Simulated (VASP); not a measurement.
# KI2 (P4/mmm) in VASP: notebook

KI2 is run at these levels: PBE; tasks: single point.

Everything below comes from runs of VASP 6.6.1. Logs are shortened: lines on timing, memory, paths and dates and some standing lists are left out, and cuts for length are marked.

## 1. The cell of the first run

The structure is tetragonal, space group P4/mmm (No. 123). Conventional cell: a = 4.587 Å, b = 4.587 Å, c = 6.484 Å, α = 90.00°, β = 90.00°, γ = 90.00°. K (site symmetry 4/mmm) has 8 I at 3.63 Å and 4 K at 4.59 Å within 4.8 Å. I (site symmetry 4mm) has 2 I at 3.20 to 3.28 Å and 4 K at 3.63 Å within 4.2 Å.

## 2. Single point, PBE (volume scaled by 0.94, then relaxed in part)

Input file INCAR:

```
PREC = Accurate ; ENCUT = 520
EDIFF = 1E-7 ; ISMEAR = 0
SIGMA = 0.1 ; LREAL = False
LASPH = True ; NELM = 80
ALGO = Normal ; ISIF = 2
LWAVE = False ; LCHARG = False
GGA = PE ; NBANDS = 18
```

Input file KPOINTS:

```
regular mesh
0
Gamma
  10 10 8
```

Input file POSCAR:

```
KI2
1.0
    4.5874538339      0.0000000000      0.0000000000
    0.0000000000      4.5874538339      0.0000000000
    0.0000000000      0.0000000000      6.4843593775
K I
1 2
Direct
    0.0000000000      0.0000000000      0.0000000000
    0.5000000000      0.5000000000      0.2529165205
    0.5000000000      0.5000000000      0.7470834795
```

Potentials or basis: VASP PAW PBE potentials, release 64 (K_sv, I).

Run with:

```console
$ cat potpaw_PBE.64/K_sv/POTCAR potpaw_PBE.64/I/POTCAR > POTCAR
$ mpirun -np 1 vasp_std > vasp.out
```

OUTCAR:

```text
PREC = Accurate
   ENCUT = 520
   EDIFF = 1E-7
   ISMEAR = 0
   LREAL = False
   LASPH = True
   NELM = 80
   ISIF = 2
   GGA = PE

 ion  position               nearest neighbor table
   1  0.000  0.000  0.000-   2 3.63   3 3.63   2 3.63   3 3.63   2 3.63   3 3.63   2 3.63   3 3.63

   2  0.500  0.500  0.253-   3 3.20   3 3.28   1 3.63   1 3.63   1 3.63   1 3.63
   3  0.500  0.500  0.747-   2 3.20   2 3.28   1 3.63   1 3.63   1 3.63   1 3.63

  LATTYP: Found a simple tetragonal cell.
 ALAT       =     4.5874538339
 C/A-ratio  =     1.4134985576

  Lattice vectors:

 A1 = (   4.5874538339,   0.0000000000,   0.0000000000)
 A2 = (   0.0000000000,   4.5874538339,   0.0000000000)
 A3 = (   0.0000000000,   0.0000000000,   6.4843593775)

Analysis of symmetry for initial positions (statically):
=====================================================================
 Subroutine PRICEL returns:
 Original cell was already a primitive cell.

 Routine SETGRP: Setting up the symmetry group for a
 simple tetragonal supercell.

 Subroutine GETGRP returns: Found 16 space group operations
 (whereof 16 operations were pure point group operations)
 out of a pool of 16 trial point group operations.

The static configuration has the point symmetry D_4h.

Analysis of symmetry for dynamics (positions and initial velocities):
=====================================================================
 Subroutine PRICEL returns:
 Original cell was already a primitive cell.

 Routine SETGRP: Setting up the symmetry group for a
 simple tetragonal supercell.

 Subroutine GETGRP returns: Found 16 space group operations
 (whereof 16 operations were pure point group operations)
 out of a pool of 16 trial point group operations.

The dynamic configuration has the point symmetry D_4h.

 Subroutine INISYM returns: Found 16 space group operations
 (whereof 16 operations are pure point group operations),
 and found     1 'primitive' translations

----------------------------------------------------------------------------------------

                                     Primitive cell

  volume of cell :     136.4616

  direct lattice vectors                    reciprocal lattice vectors
     4.587453834  0.000000000  0.000000000     0.217985845  0.000000000  0.000000000
     0.000000000  4.587453834  0.000000000     0.000000000  0.217985845  0.000000000
     0.000000000  0.000000000  6.484359377     0.000000000  0.000000000  0.154217239

  length of vectors
     4.587453834  4.587453834  6.484359377     0.217985845  0.217985845  0.154217239

  position of ions in fractional coordinates (direct lattice)
     0.000000000  0.000000000  0.000000000
     0.500000000  0.500000000  0.252916521
     0.500000000  0.500000000  0.747083479

  ion indices of the primitive-cell ions
   primitive index   ion index
                 1           1
                 2           2
                 3           3

----------------------------------------------------------------------------------------

 KPOINTS: regular mesh

Automatic generation of k-mesh.
 Grid dimensions read from file:
 generate k-points for:   10   10    8

 Generating k-lattice:

  Cartesian coordinates                     Fractional coordinates (reciprocal lattice)
     0.021798584  0.000000000  0.000000000     0.100000000  0.000000000  0.000000000
     0.000000000  0.021798584  0.000000000     0.000000000  0.100000000  0.000000000
     0.000000000  0.000000000  0.019277155     0.000000000  0.000000000  0.125000000

  Length of vectors
     0.021798584  0.021798584  0.019277155

  Shift w.r.t. Gamma in fractional coordinates (k-lattice)
     0.000000000  0.000000000  0.000000000

 Subroutine IBZKPT returns following result:
 ===========================================

 Found    105 irreducible k-points:

 Following reciprocal coordinates:
            Coordinates               Weight
  0.000000  0.000000  0.000000      1.000000
  0.100000  0.000000  0.000000      4.000000
  0.200000  0.000000  0.000000      4.000000
  0.300000  0.000000  0.000000      4.000000
  0.400000  0.000000  0.000000      4.000000
  0.500000  0.000000  0.000000      2.000000
[... 16 lines left out ...]
  0.100000  0.000000  0.125000      8.000000
  0.200000  0.000000  0.125000      8.000000
 [... further k-points ...]
   k-points           NKPTS =    105   k-points in BZ     NKDIM =    105   number of bands    NBANDS=     18
   number of dos      NEDOS =    301   number of ions     NIONS =      3
   total plane-waves  NPLWV =  62208
   dimension x,y,z NGX =    36 NGY =   36 NGZ =   48
   dimension x,y,z NGXF=    72 NGYF=   72 NGZF=   96
   ions per type =               1   2
   NGX,Y,Z   is equivalent  to a cutoff of  13.05, 13.05, 12.31 a.u.
   NGXF,Y,Z  is equivalent  to a cutoff of  26.09, 26.09, 24.61 a.u.
 SYSTEM =  unknown system
   PREC   = accura    normal or accurate (medium, high low for compatibility)
   ISTART =      0    job   : 0-new  1-cont  2-samecut
[... 100 lines left out ...]
  band No.  band energies     occupation
      1     -28.6254      2.00000
      2     -12.2436      2.00000
      3     -12.1307      2.00000
      4     -12.1026      2.00000
      5     -11.2528      2.00000
      6     -10.0189      2.00000
[... 10 lines left out ...]
     17       7.5614      0.00000
     18       8.4088      0.00000

 k-point     5 :       0.4000    0.0000    0.0000
  band No.  band energies     occupation
      1     -28.6249      2.00000
      2     -12.2849      2.00000
      3     -12.1219      2.00000
      4     -12.1003      2.00000
      5     -11.1937      2.00000
      6     -10.0135      2.00000
[... 10 lines left out ...]
     17       7.5537      0.00000
     18       8.1239      0.00000

 k-point     6 :       0.5000    0.0000    0.0000
  band No.  band energies     occupation
      1     -28.6247      2.00000
      2     -12.2997      2.00000
      3     -12.1185      2.00000
      4     -12.0995      2.00000
      5     -11.1719      2.00000
      6     -10.0114      2.00000
[... 10 lines left out ...]
     17       7.5742      0.00000
     18       8.0225      0.00000

 k-point     7 :       0.1000    0.1000    0.0000
  band No.  band energies     occupation
      1     -28.6264      2.00000
      2     -12.1472      2.00000
      3     -12.1446      2.00000
      4     -12.1131      2.00000
      5     -11.3780      2.00000
      6     -10.0282      2.00000
[... 10 lines left out ...]
     17       8.0208      0.00000
     18       8.1079      0.00000

 k-point     8 :       0.2000    0.1000    0.0000
  band No.  band energies     occupation
      1     -28.6259      2.00000
      2     -12.1875      2.00000
      3     -12.1391      2.00000
      4     -12.1132      2.00000
      5     -11.3181      2.00000
      6     -10.0216      2.00000
[... 10 lines left out ...]
     17       7.6985      0.00000
     18       8.4104      0.00000
[... 229 lines left out ...]
     17       8.5772      0.00000
     18       9.3528      0.00000

 k-point    20 :       0.5000    0.4000    0.0000
  band No.  band energies     occupation
      1     -28.6229      2.00000
      2     -12.1724      2.00000
      3     -12.1518      2.00000
      4     -12.1109      2.00000
      5     -11.2565      2.00000
      6      -9.9393      2.00000
[... 10 lines left out ...]
     17       8.6888      0.00000
     18       9.1445      0.00000

 k-point    21 :       0.5000    0.5000    0.0000
  band No.  band energies     occupation
      1     -28.6227      2.00000
      2     -12.1573      2.00000
      3     -12.1573      2.00000
      4     -12.1100      2.00000
      5     -11.2671      2.00000
      6      -9.9315      2.00000
[... 10 lines left out ...]
     17       8.7778      0.00000
     18       8.9306      0.00000

 k-point    22 :       0.0000    0.0000    0.1250
  band No.  band energies     occupation
      1     -28.6268      2.00000
      2     -12.1566      2.00000
      3     -12.1085      2.00000
      4     -12.1085      2.00000
      5     -11.3897      2.00000
      6     -10.1053      2.00000
[... 10 lines left out ...]
     17       8.1883      0.00000
     18       8.4354      0.00000

 k-point    23 :       0.1000    0.0000    0.1250
  band No.  band energies     occupation
      1     -28.6266      2.00000
      2     -12.1536      2.00000
      3     -12.1300      2.00000
      4     -12.1076      2.00000
      5     -11.3621      2.00000
      6     -10.1026      2.00000
[... 10 lines left out ...]
     17       7.9818      0.00000
     18       8.4779      0.00000

 k-point    24 :       0.2000    0.0000    0.1250
  band No.  band energies     occupation
      1     -28.6261      2.00000
      2     -12.1835      2.00000
      3     -12.1427      2.00000
      4     -12.1054      2.00000
      5     -11.2953      2.00000
      6     -10.0953      2.00000
[... 10 lines left out ...]
     17       7.7650      0.00000
     18       8.7461      0.00000

 [... further k-points ...]

------------------------ aborting loop because EDIFF is reached ----------------------------------------

  FORCE on cell =-STRESS in cart. coord.  units (eV):
  Direction    XX          YY          ZZ          XY          YZ          ZX
  --------------------------------------------------------------------------------------
  -------------------------------------------------------------------------------------
  Total        0.5840630      0.5840630      0.6337599      0.0000000      0.0000000      0.0000000
  in kB        6.8574048      6.8574048      7.4408896      0.0000000      0.0000000      0.0000000
  external PRESSURE =       7.0518997 kB  Pullay stress =       0.0000000 kB

 VOLUME and BASIS-vectors are now :
 -----------------------------------------------------------------------------
  energy-cutoff  :      520.00
  volume of cell :      136.46
      direct lattice vectors                 reciprocal lattice vectors
     4.587453834  0.000000000  0.000000000     0.217985845  0.000000000  0.000000000
     0.000000000  4.587453834  0.000000000     0.000000000  0.217985845  0.000000000
     0.000000000  0.000000000  6.484359377     0.000000000  0.000000000  0.154217239

 POSITION                                       TOTAL-FORCE (eV/Angst)
 -----------------------------------------------------------------------------------
      0.00000      0.00000      0.00000         0.000000     -0.000000      0.000000
      2.29373      2.29373      1.64000        -0.000000      0.000000      0.005402
      2.29373      2.29373      4.84436         0.000000     -0.000000     -0.005402
 -----------------------------------------------------------------------------------
    total drift:                               -0.000000      0.000000     -0.000000

  FREE ENERGIE OF THE ION-ELECTRON SYSTEM (eV)
  ---------------------------------------------------
  free  energy   TOTEN  =        -6.9570687213 eV

  energy  without entropy=       -6.9454446071  energy(sigma->0) =       -6.95125666
```

It took 100 s on 1 thread of Intel Xeon 6975P-C (Granite Rapids), shared host; peak memory 0.4 GiB.

Results:

- Free energy: -6.9571 eV
- Pressure: 0.7 GPa
- Largest force: 0.005 eV/Å

Forces on the atoms (eV/Å):
```
K    0.000  0.000  0.000
I    0.000  0.000  0.005
I    0.000  0.000 -0.005
```

Caveat: the cell differs from its parent crystal (volume scaled by 0.94, then relaxed in part); spin-orbit coupling is left out, which moves the levels of the heavy elements; an odd number of electrons without spin polarisation forces a metal; a magnetic or distorted state may lie lower.

## 3. Single point, PBE (volume scaled by 0.97, then relaxed in part)

Input file INCAR:

```
SYSTEM = KI2
ALGO = Normal
EDIFF = 1E-7
ENCUT = 520
GGA = PE
ISIF = 2
ISMEAR = 0
LASPH = .TRUE.
LCHARG = .FALSE.
LREAL = .FALSE.
LWAVE = .FALSE.
NBANDS = 18
NELM = 80
PREC = Accurate
SIGMA = 0.1
```

Input file KPOINTS:

```
k-points
0
G
  10 10 8
  0 0 0
```

Input file POSCAR:

```
KI2
1.0
    4.6513106131      0.0000000000      0.0000000000
    0.0000000000      4.6513106131      0.0000000000
    0.0000000000      0.0000000000      6.5088413430
K I
1 2
Direct
    0.0000000000      0.0000000000      0.0000000000
    0.5000000000      0.5000000000      0.2524111295
    0.5000000000      0.5000000000      0.7475888705
```

Potentials or basis: VASP PAW PBE potentials, release 64 (K_sv, I).

Run with:

```console
$ cat potpaw_PBE.64/K_sv/POTCAR potpaw_PBE.64/I/POTCAR > POTCAR
$ mpirun -np 1 vasp_std > vasp.out
```

Run time: 83 s. Hardware: 1 thread of Intel Xeon 6975P-C (Granite Rapids), shared host; peak memory 0.41 GiB.

The run converged. Its results:

```yaml
Free_energy: -6.9709 eV
Pressure: 0.3 GPa
Largest_force: 0.004 eV/Å
```

Forces in eV/Å, atoms in the order of the input:
```
K    0.000  0.000  0.000
I    0.000  0.000  0.004
I    0.000  0.000 -0.004
```

Levels at points of the mesh, in eV from the Fermi level:
```
           k point  band 7  band 8  band 9  band 10  band 11  band 12  band 13  band 14  band 15  band 16
(0.00, 0.00, 0.00)   -4.63   -2.21   -2.21    -1.11    -1.11     1.22     2.67     3.76     5.85     5.87
(0.50, 0.00, 0.00)   -4.45   -3.37   -2.21    -1.84    -0.97     1.25     3.72     4.52     5.66     5.85
(0.50, 0.50, 0.00)   -4.40   -3.03   -3.03    -1.84    -1.84     1.33     3.46     4.88     4.88     6.40
(0.00, 0.00, 0.50)   -2.26   -2.23   -1.73    -1.73    -1.71    -1.71     3.50     3.85     3.98     5.92
(0.50, 0.00, 0.50)   -2.84   -2.62   -2.15    -2.06    -1.75    -1.59     4.79     5.18     5.24     6.04
(0.50, 0.50, 0.50)   -2.55   -2.55   -2.48    -2.48    -2.04    -2.04     4.37     4.56     6.76     6.76
```

Caveat: the cell differs from its parent crystal (volume scaled by 0.97, then relaxed in part); spin-orbit coupling is left out, which moves the levels of the heavy elements; an odd number of electrons without spin polarisation forces a metal; a magnetic or distorted state may lie lower.

## 4. Single point, PBE

This run uses another cell than the first one, of 48.39 Å³/atom, 1.064 times its volume.

Input file INCAR:

```
  PREC = Accurate
  ENCUT = 520
  EDIFF = 1E-7
  ISMEAR = 0
  SIGMA = 0.1
  LREAL = F
  LASPH = T
  NELM = 100
  ALGO = Normal
  ISIF = 2
  LWAVE = F
  LCHARG = F
  GGA = PE
  NBANDS = 18
```

Input file KPOINTS:

```
Automatic mesh
0
Gamma
  10 10 8
```

Input file POSCAR:

```
KI2
1.0
    4.7123348761      0.0000000000      0.0000000000
    0.0000000000      4.7123348761      0.0000000000
    0.0000000000      0.0000000000      6.5374795799
K I
1 2
Direct
    0.0000000000      0.0000000000      0.0000000000
    0.5000000000      0.5000000000      0.2518774798
    0.5000000000      0.5000000000      0.7481225202
```

Run with:

```console
$ cat potpaw_PBE.64/K_sv/POTCAR potpaw_PBE.64/I/POTCAR > POTCAR
$ mpirun -np 1 vasp_std > vasp.out
```

It took 90 s on 1 thread of Intel Xeon 6975P-C (Granite Rapids), shared host; peak memory 0.41 GiB.

Results (log left out):

```yaml
Free_energy: -6.9755 eV
Pressure: 0.0 GPa
Largest_force: 0.006 eV/Å
```

Forces on the atoms (eV/Å):
```
K    0.000  0.000  0.000
I    0.000  0.000  0.006
I    0.000  0.000 -0.006
```

Levels at points of the mesh, in eV from the Fermi level:
```tsv
k point	band 9	band 10	band 11	band 12	band 13	band 14
(0.00, 0.00, 0.00)	-2.19	-1.10	-1.10	1.19	2.62	3.81
(0.50, 0.00, 0.00)	-2.19	-1.78	-0.98	1.22	3.78	4.47
(0.50, 0.50, 0.00)	-2.96	-1.78	-1.78	1.29	3.46	4.91
(0.00, 0.00, 0.50)	-1.71	-1.71	-1.71	-1.71	3.42	3.83
(0.50, 0.00, 0.50)	-2.09	-2.05	-1.75	-1.58	4.78	5.12
(0.50, 0.50, 0.50)	-2.43	-2.43	-2.03	-1.99	4.33	4.58
```

Caveat: spin-orbit coupling is left out, which moves the levels of the heavy elements; an odd number of electrons without spin polarisation forces a metal; a magnetic or distorted state may lie lower.

## 5. Single point, PBE (volume scaled by 1.03, then relaxed in part)

Input file INCAR:

```
PREC = Accurate
ENCUT = 520
EDIFF = 1E-7
ISMEAR = 0
SIGMA = 0.1
LREAL = False
LASPH = True
NELM = 80
ALGO = Normal
ISIF = 2
LWAVE = False
LCHARG = False
GGA = PE
NBANDS = 18
```

Input file KPOINTS:

```
regular mesh
0
Gamma
  10 10 8
```

Input file POSCAR:

```
KI2
1.0
    4.7683697114      0.0000000000      0.0000000000
    0.0000000000      4.7683697114      0.0000000000
    0.0000000000      0.0000000000      6.5762758148
K I
1 2
Direct
    0.0000000000      0.0000000000      0.0000000000
    0.5000000000      0.5000000000      0.2514783440
    0.5000000000      0.5000000000      0.7485216560
```

Run with:

```console
$ cat potpaw_PBE.64/K_sv/POTCAR potpaw_PBE.64/I/POTCAR > POTCAR
$ mpirun -np 1 vasp_std > vasp.out
```

Wall time 98 s (1 thread of Intel Xeon 6975P-C (Granite Rapids), shared host); peak memory 0.42 GiB.

It converged, with:

| Quantity | Value |
| --- | --- |
| Free energy | -6.9722 eV |
| Pressure | -0.3 GPa |
| Largest force | 0.003 eV/Å |

Forces in eV/Å, atoms in the order of the input:
```
K    0.000  0.000  0.000
I    0.000  0.000  0.003
I    0.000  0.000 -0.003
```

Stress tensor (GPa, compression positive):
```
-0.23  0.00  0.00
 0.00 -0.23  0.00
 0.00  0.00 -0.37
```

Levels at points of the mesh, in eV from the Fermi level:
```
           k point  band 7  band 8  band 9  band 10  band 11  band 12  band 13  band 14  band 15  band 16
(0.00, 0.00, 0.00)   -4.41   -2.15   -2.15    -1.08    -1.08     1.16     2.61     3.87     5.73     5.82
(0.50, 0.00, 0.00)   -4.26   -3.17   -2.15    -1.72    -0.97     1.19     3.86     4.45     5.60     5.64
(0.50, 0.50, 0.00)   -4.22   -2.87   -2.87    -1.71    -1.71     1.25     3.48     4.95     4.95     6.37
(0.00, 0.00, 0.50)   -2.19   -2.10   -1.68    -1.68    -1.67    -1.67     3.38     3.83     4.09     5.98
(0.50, 0.00, 0.50)   -2.68   -2.44   -2.02    -2.02    -1.72    -1.55     4.79     5.08     5.24     5.97
(0.50, 0.50, 0.50)   -2.38   -2.38   -2.37    -2.37    -2.00    -1.94     4.31     4.61     6.66     6.66
```

Caveat: the cell differs from its parent crystal (volume scaled by 1.03, then relaxed in part); spin-orbit coupling is left out, which moves the levels of the heavy elements; an odd number of electrons without spin polarisation forces a metal; a magnetic or distorted state may lie lower.

## 6. The runs side by side

| cell | gap on the mesh (eV) | pressure (GPa) | largest force (eV/Å) |
| --- | --- | --- | --- |
| a = 4.587, b = 4.587, c = 6.484 Å, 3 atoms | none | 0.7 | 0.01 |
| a = 4.651, b = 4.651, c = 6.509 Å, 3 atoms | none | 0.3 | - |
| a = 4.712, b = 4.712, c = 6.537 Å, 3 atoms | none | 0.0 | 0.01 |
| a = 4.768, b = 4.768, c = 6.576 Å, 3 atoms | none | -0.3 | - |

Alike in all rows: task single point; level PBE; potentials or basis VASP PAW PBE potentials, release 64 (K_sv, I); no spin polarisation; k mesh 10 × 10 × 8; cutoff (eV) 520; smearing gaussian 0.1 eV.

Caveats: spin-orbit coupling is left out, which moves the levels of the heavy elements; an odd number of electrons without spin polarisation forces a metal; a magnetic or distorted state may lie lower.

Total energies depend on the potentials used, so only differences within one code and one set of settings carry meaning.
